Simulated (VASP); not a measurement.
# Cu12CO in VASP: single point with PBE+D3(BJ)

Aim: the single point of Cu12CO with PBE+D3(BJ).

Program: VASP 6.6.1. These are calculated values, not measurements. Logs are shortened: lines on timing, memory, paths and dates and some standing lists are left out, and cuts for length are marked.

## 1. The cell of the first run

The cell holds a slab with vacuum, 14 atoms: a = 5.039 Å, b = 5.039 Å, c = 22.872 Å, α = 90.00°, β = 90.00°, γ = 120.00°.

## 2. Single point, PBE+D3(BJ)

Contents of INCAR:

```
SYSTEM = Cu12CO
ALGO = Normal
DIPOL = 0.5 0.5 0.300
EDIFF = 1E-6
ENCUT = 520
GGA = PE
IDIPOL = 3
ISIF = 2
ISMEAR = 0
IVDW = 12
LASPH = .TRUE.
LCHARG = .FALSE.
LDIPOL = .TRUE.
LREAL = .FALSE.
LWAVE = .FALSE.
NBANDS = 84
NELM = 100
PREC = Accurate
SIGMA = 0.1
```

Contents of KPOINTS:

```
k-points
0
G
  6 6 1
  0 0 0
```

Contents of POSCAR:

```
Cu12CO
1.0
    5.0393684011      0.0000000000      0.0000000000
   -2.5196842005      4.3642210544      0.0000000000
    0.0000000000      0.0000000000     22.8721943999
Cu O C
12 1 1
Direct
    0.3333333333      0.1666666667      0.1748848375
    0.3333333333      0.6666666667      0.1748848375
    0.8333333333      0.1666666667      0.1748848375
    0.8333333333      0.6666666667      0.1748848375
    0.1666666667      0.3333333333      0.2649977796
    0.1666666667      0.8333333333      0.2649977796
    0.6666666667      0.3333333333      0.2649977796
    0.6666666667      0.8333333333      0.2649977796
    0.0000000000      0.0000000000      0.3551121619
    0.0000000000      0.5000000000      0.3551121619
    0.5000000000      0.0000000000      0.3551121619
    0.5000000000      0.5000000000      0.3551121619
    0.1666666667      0.3333333333      0.4862757900
    0.1666666667      0.3333333333      0.5365551807
```

Potentials or basis: VASP PAW PBE potentials, release 64 (Cu, O, C).

Started as:

```console
$ cat potpaw_PBE.64/Cu/POTCAR potpaw_PBE.64/O/POTCAR potpaw_PBE.64/C/POTCAR > POTCAR
$ mpirun -np 1 vasp_std > vasp.out
```

OUTCAR:

```text
SYSTEM = Cu12CO
   EDIFF = 1E-6
   ENCUT = 520
   GGA = PE
   ISIF = 2
   ISMEAR = 0
   IVDW = 12
   LASPH = .TRUE.
   LREAL = .FALSE.
   NELM = 100
   PREC = Accurate
 IVDW          = 12

 ion  position               nearest neighbor table
   1  0.333  0.167  0.175-   2 2.52   2 2.52   3 2.52   3 2.52   4 2.52   4 2.52   5 2.52   6 2.52
                             7 2.52
   2  0.333  0.667  0.175-   1 2.52   1 2.52   4 2.52   4 2.52   3 2.52   3 2.52   6 2.52   5 2.52
                             8 2.52
   3  0.833  0.167  0.175-   4 2.52   4 2.52   1 2.52   1 2.52   2 2.52   2 2.52   7 2.52   8 2.52
                             5 2.52
   4  0.833  0.667  0.175-   3 2.52   3 2.52   2 2.52   2 2.52   1 2.52   1 2.52   8 2.52   7 2.52
                             6 2.52
   5  0.167  0.333  0.265-   6 2.52   6 2.52   7 2.52   7 2.52   8 2.52   8 2.52   1 2.52   2 2.52
                             3 2.52   9 2.52  12 2.52  10 2.52
   6  0.167  0.833  0.265-   5 2.52   5 2.52   8 2.52   8 2.52   7 2.52   7 2.52   2 2.52   1 2.52
                             4 2.52  10 2.52  11 2.52   9 2.52
   7  0.667  0.333  0.265-   8 2.52   8 2.52   5 2.52   5 2.52   6 2.52   6 2.52   3 2.52   4 2.52
                             1 2.52  11 2.52  10 2.52  12 2.52
   8  0.667  0.833  0.265-   7 2.52   7 2.52   6 2.52   6 2.52   5 2.52   5 2.52   4 2.52   3 2.52
                             2 2.52  12 2.52   9 2.52  11 2.52
   9  0.000  0.000  0.355-  10 2.52  10 2.52  11 2.52  11 2.52  12 2.52  12 2.52   5 2.52   8 2.52
                             6 2.52
  10  0.000  0.500  0.355-   9 2.52   9 2.52  12 2.52  12 2.52  11 2.52  11 2.52   6 2.52   7 2.52
                             5 2.52
  11  0.500  0.000  0.355-  12 2.52  12 2.52   9 2.52   9 2.52  10 2.52  10 2.52   7 2.52   6 2.52
                             8 2.52
  12  0.500  0.500  0.355-  11 2.52  11 2.52  10 2.52  10 2.52   9 2.52   9 2.52   8 2.52   5 2.52
                             7 2.52
  13  0.167  0.333  0.486-  14 1.15
  14  0.167  0.333  0.537-  13 1.15

  LATTYP: Found a hexagonal cell.
 ALAT       =     5.0393684011
 C/A-ratio  =     4.5387025872

  Lattice vectors:

 A1 = (   5.0393684011,   0.0000000000,   0.0000000000)
 A2 = (  -2.5196842005,   4.3642210544,   0.0000000000)
 A3 = (   0.0000000000,   0.0000000000,  22.8721943999)

Analysis of symmetry for initial positions (statically):
=====================================================================
 Subroutine PRICEL returns:
 Original cell was already a primitive cell.

 Routine SETGRP: Setting up the symmetry group for a
 hexagonal supercell.

 Subroutine GETGRP returns: Found  6 space group operations
 (whereof  2 operations were pure point group operations)
 out of a pool of 24 trial point group operations.

The static configuration has the point symmetry C_1h.
 The point group associated with its full space group is C_3v.

Analysis of symmetry for dynamics (positions and initial velocities):
=====================================================================
 Subroutine PRICEL returns:
 Original cell was already a primitive cell.

 Routine SETGRP: Setting up the symmetry group for a
 hexagonal supercell.

 Subroutine GETGRP returns: Found  6 space group operations
 (whereof  2 operations were pure point group operations)
 out of a pool of 24 trial point group operations.

The dynamic configuration has the point symmetry C_1h.
 The point group associated with its full space group is C_3v.

 Subroutine INISYM returns: Found  6 space group operations
 (whereof  2 operations are pure point group operations),
 and found     1 'primitive' translations

----------------------------------------------------------------------------------------

                                     Primitive cell

  volume of cell :     503.0263

  direct lattice vectors                    reciprocal lattice vectors
     5.039368401  0.000000000  0.000000000     0.198437566  0.114567982  0.000000000
    -2.519684200  4.364221054  0.000000000     0.000000000  0.229135964  0.000000000
     0.000000000  0.000000000 22.872194400     0.000000000  0.000000000  0.043721209

  length of vectors
     5.039368401  5.039368401 22.872194400     0.229135964  0.229135964  0.043721209

  position of ions in fractional coordinates (direct lattice)
     0.333333333  0.166666667  0.174884838
     0.333333333  0.666666667  0.174884838
     0.833333333  0.166666667  0.174884838
     0.833333333  0.666666667  0.174884838
     0.166666667  0.333333333  0.264997780
     0.166666667  0.833333333  0.264997780
     0.666666667  0.333333333  0.264997780
     0.666666667  0.833333333  0.264997780
     0.000000000  0.000000000  0.355112162
     0.000000000  0.500000000  0.355112162
     0.500000000  0.000000000  0.355112162
     0.500000000  0.500000000  0.355112162
     0.166666667  0.333333333  0.486275790
     0.166666667  0.333333333  0.536555181

  ion indices of the primitive-cell ions
   primitive index   ion index
                 1           1
                 2           2
                 3           3
                 4           4
                 5           5
                 6           6
                 7           7
                 8           8
                 9           9
                10          10
                11          11
                12          12
                13          13
                14          14

----------------------------------------------------------------------------------------

 KPOINTS: k-points

Automatic generation of k-mesh.
 Grid dimensions read from file:
 generate k-points for:    6    6    1

 Generating k-lattice:

  Cartesian coordinates                     Fractional coordinates (reciprocal lattice)
     0.033072928  0.019094664  0.000000000     0.166666667  0.000000000  0.000000000
     0.000000000  0.038189327  0.000000000     0.000000000  0.166666667  0.000000000
     0.000000000  0.000000000  0.043721209     0.000000000  0.000000000  1.000000000

  Length of vectors
     0.038189327  0.038189327  0.043721209

  Shift w.r.t. Gamma in fractional coordinates (k-lattice)
     0.000000000  0.000000000  0.000000000

 Subroutine IBZKPT returns following result:
 ===========================================

 Found      7 irreducible k-points:

 Following reciprocal coordinates:
            Coordinates               Weight
  0.000000  0.000000  0.000000      1.000000
  0.166667  0.000000  0.000000      6.000000
  0.333333 -0.000000  0.000000      6.000000
  0.500000 -0.000000  0.000000      3.000000
  0.166667  0.166667  0.000000      6.000000
  0.333333  0.166667  0.000000     12.000000
  0.333333  0.333333  0.000000      2.000000
   k-points           NKPTS =      7   k-points in BZ     NKDIM =      7   number of bands    NBANDS=     84
   number of dos      NEDOS =    301   number of ions     NIONS =     14
   total plane-waves  NPLWV = 288000
   dimension x,y,z NGX =    40 NGY =   40 NGZ =  180
   dimension x,y,z NGXF=    80 NGYF=   80 NGZF=  360
   ions per type =              12   1   1
   NGX,Y,Z   is equivalent  to a cutoff of  13.20, 13.20, 13.08 a.u.
   NGXF,Y,Z  is equivalent  to a cutoff of  26.39, 26.39, 26.17 a.u.
 SYSTEM =  Cu12CO
   PREC   = accura    normal or accurate (medium, high low for compatibility)
   ISTART =      0    job   : 0-new  1-cont  2-samecut
   ICHARG =      2    charge: 1-file 2-atom 10-const
   ISPIN  =      1    spin polarized calculation?
   LNONCOLLINEAR =      F non collinear calculations
   LSORBIT =      F    spin-orbit coupling
   LASPH  =      T    aspherical Exc in radial PAW
   ENCUT  =  520.0 eV  38.22 Ry    6.18 a.u.   9.37  9.37 42.53*2*pi/ulx,y,z
   NELM   =    100;   NELMIN=  2; NELMDL= -5     # of ELM steps
   EDIFF  = 0.1E-05   stopping-criterion for ELM
   LREAL  =      F    real-space projection
   EDIFFG = 0.1E-04   stopping-criterion for IOM
   NSW    =      0    number of steps for IOM
   IBRION =     -1    ionic relax: 0-MD 1-quasi-New 2-CG
   NFREE  =      0    steps in history (QN), initial steepest desc. (CG)
   ISIF   =      2    stress and relaxation
   ISYM   =      2    0-nonsym 1-usesym 2-fastsym
   POTIM  = 0.5000    time-step for ionic-motion
   TEBEG  =    0.0;   TEEND  =   0.0 temperature during run
   PSTRESS=    0.0 pullay stress
   NELECT =     142.0000    total number of electrons
   NUPDOWN=      -1.0000    fix difference up-down
   EMIN   =  10.00;   EMAX   =-10.00  energy-range for DOS
   EFERMI =   0.00;   METHOD = LEGACY
   ISMEAR =     0;   SIGMA  =   0.10  broadening in eV -4-tet -1-fermi 0-gaus
   EFERMI_NEDOS =   21; number of points for ismear=-14 and -15
   IALGO  =     38    algorithm
   IMIX   =      4    mixing-type and parameters
     AMIX     =   0.40;   BMIX     =  1.00
     AMIX_MAG =   1.60;   BMIX_MAG =  1.00
  volume/ion in A,a.u.               =      35.93       242.47
  Fermi-wavevector in a.u.,A,eV,Ry     =   1.073925  2.029424 15.691809  1.153315
  Thomas-Fermi vector in A             =   2.209739
   LORBIT       =      0    0 simple, 1 ext, 2 COOP (PROOUT), +10 PAW based schemes
   GGA     = PE    functional components
   LHFCALC =     F    Hartree Fock is set to
   AEXX    =    0.0000 exact exchange contribution
   IVDW    =    12    specifies the selected vdW correction
   LEPSILON=     F    determine dielectric tensor
   LRPA    =     F    only Hartree local field effects (RPA)
 non-spin polarized calculation
 Gauss-broadening in eV      SIGMA  =   0.10
  energy-cutoff  :      520.00
  volume of cell :      503.03
 maximum number of plane-waves:     13633
 NGX is ok and might be reduce to    40
   NGX = 19   NGY = 19   NGZ = 85

 number of electron     141.9999971 magnetization

 dipolmoment           0.000000      0.000000     -0.004566 electrons x Angstroem

 Free energy of the ion-electron system (eV)
  ---------------------------------------------------
  ext. energy  EPLUGINS =         0.00000000
  ---------------------------------------------------
  free energy    TOTEN  =       -55.65752317 eV

  energy without entropy =      -55.58220104  energy(sigma->0) =      -55.61986211

 E-fermi :  -0.8622     XC(G=0):  -4.9726

 val. band max:       -0.8821357055   @ k =   0.1667   0.0000   0.0000
 cond. band min:      -0.8499454379   @ k =   0.1667   0.0000   0.0000
 fundamental gap:      0.0321902676
 Fermi energy:        -0.8622086502

 k-point     1 :       0.0000    0.0000    0.0000
  band No.  band energies     occupation
      1     -25.6547      2.00000
      2     -10.6324      2.00000
      3      -9.7413      2.00000
      4      -8.1604      2.00000
      5      -8.1604      2.00000
      6      -7.6920      2.00000
[... 75 lines left out ...]
     82       3.6460      0.00000
     83       3.8619      0.00000

 k-point     2 :       0.1667    0.0000    0.0000
  band No.  band energies     occupation
      1     -25.6544      2.00000
      2     -10.6283      2.00000
      3      -9.5157      2.00000
      4      -8.1747      2.00000
      5      -8.1636      2.00000
      6      -7.4800      2.00000
[... 75 lines left out ...]
     82       3.8712      0.00000
     83       4.0799      0.00000
[... 342 lines left out ...]
     82       4.3765      0.00000
     83       4.7076      0.00000

 k-point     7 :       0.3333    0.3333    0.0000
  band No.  band energies     occupation
      1     -25.6535      2.00000
      2     -10.6163      2.00000
      3      -8.1990      2.00000
      4      -8.1989      2.00000
      5      -7.2793      2.00000
      6      -7.2789      2.00000
[... 75 lines left out ...]
     82       3.4576      0.00000
     83       4.0780      0.00000
 [bands above 83 left out]

------------------------ aborting loop because EDIFF is reached ----------------------------------------

 vacuum level on the upper side and lower side of the slab       (xc-potential included)        -0.168        -0.148

 Edisp (eV)   -4.91848

 E8    (eV) :    -2.1864

  FORCE on cell =-STRESS in cart. coord.  units (eV):
  Direction    XX          YY          ZZ          XY          YZ          ZX
  --------------------------------------------------------------------------------------
  -------------------------------------------------------------------------------------
  Total      -3.10658    -3.10658     0.02963    -0.00000    -0.00000     0.00000
  in kB      -9.89469    -9.89469     0.09439    -0.00000    -0.00000     0.00000
  external pressure =       -6.56 kB  Pullay stress =        0.00 kB

 VOLUME and BASIS-vectors are now :
 -----------------------------------------------------------------------------
  energy-cutoff  :      520.00
  volume of cell :      503.03
      direct lattice vectors                 reciprocal lattice vectors
     5.039368401  0.000000000  0.000000000     0.198437566  0.114567982  0.000000000
    -2.519684200  4.364221054  0.000000000     0.000000000  0.229135964  0.000000000
     0.000000000  0.000000000 22.872194400     0.000000000  0.000000000  0.043721209

 POSITION                                       TOTAL-FORCE (eV/Angst)
 -----------------------------------------------------------------------------------
      1.25984      0.72737      4.00000         0.001391     -0.000803     -0.045207
     -0.00000      2.90948      4.00000         0.000000      0.001607     -0.045207
      3.77953      0.72737      4.00000        -0.001391     -0.000803     -0.045207
      2.51968      2.90948      4.00000         0.000000     -0.000000     -0.036426
      0.00000      1.45474      6.06108         0.000000     -0.000000      0.004297
     -1.25984      3.63685      6.06108         0.001362      0.000786      0.002188
      2.51968      1.45474      6.06108        -0.000000     -0.001572      0.002188
      1.25984      3.63685      6.06108        -0.001362      0.000786      0.002188
      0.00000      0.00000      8.12219        -0.000000     -0.035041      0.013046
     -1.25984      2.18211      8.12219        -0.030347      0.017521      0.013046
      2.51968      0.00000      8.12219         0.000000     -0.000000      0.029409
      1.25984      2.18211      8.12219         0.030347      0.017521      0.013046
      0.00000      1.45474     11.12219         0.000000     -0.000000      0.767879
      0.00000      1.45474     12.27219         0.000000     -0.000000     -0.675239
 -----------------------------------------------------------------------------------
    total drift:                                0.000000      0.000000     -0.008699

  FREE ENERGIE OF THE ION-ELECTRON SYSTEM (eV)
  ---------------------------------------------------
  free  energy   TOTEN  =       -60.5759993766 eV

  energy  without entropy=      -60.5006772462  energy(sigma->0) =      -60.53833831

 vacuum level on the upper side and lower side of the slab         3.774         3.797
```

It took 10 min on 1 thread of AMD EPYC 9R45 (Zen 5), shared host; peak memory 0.66 GiB.

Results:

```yaml
Free_energy: -60.5760 eV
Largest_force: 0.768 eV/Å
Band_gap_on_the_k_mesh: zero (bands 71 and 72 overlap by 0.41 eV)
Dispersion_energy_per_atom: -0.351 eV
```

Forces on the atoms (eV/Å):
```
Cu   0.001 -0.001 -0.045
Cu   0.000  0.002 -0.045
Cu  -0.001 -0.001 -0.045
Cu   0.000  0.000 -0.036
Cu   0.000  0.000  0.004
Cu   0.001  0.001  0.002
Cu   0.000 -0.002  0.002
Cu  -0.001  0.001  0.002
Cu   0.000 -0.035  0.013
Cu  -0.030  0.018  0.013
Cu   0.000  0.000  0.029
Cu   0.030  0.018  0.013
O    0.000  0.000  0.768
C    0.000  0.000 -0.675
```

Levels at points of the mesh, in eV from the Fermi level:
| k point | band 68 | band 69 | band 70 | band 71 | band 72 | band 73 |
| --- | --- | --- | --- | --- | --- | --- |
| (0.00, 0.00, 0.00) | -1.34 | -0.11 | 0.03 | 0.03 | 0.04 | 1.21 |
| (0.50, 0.00, 0.00) | -1.54 | -1.54 | 0.04 | 0.04 | 0.29 | 0.35 |

With open d or f shells a metallic result of PBE can be an artefact of self-interaction; +U or a hybrid may open a gap.

The gap in the log of VASP goes by the Fermi energy; the results here count the filled bands.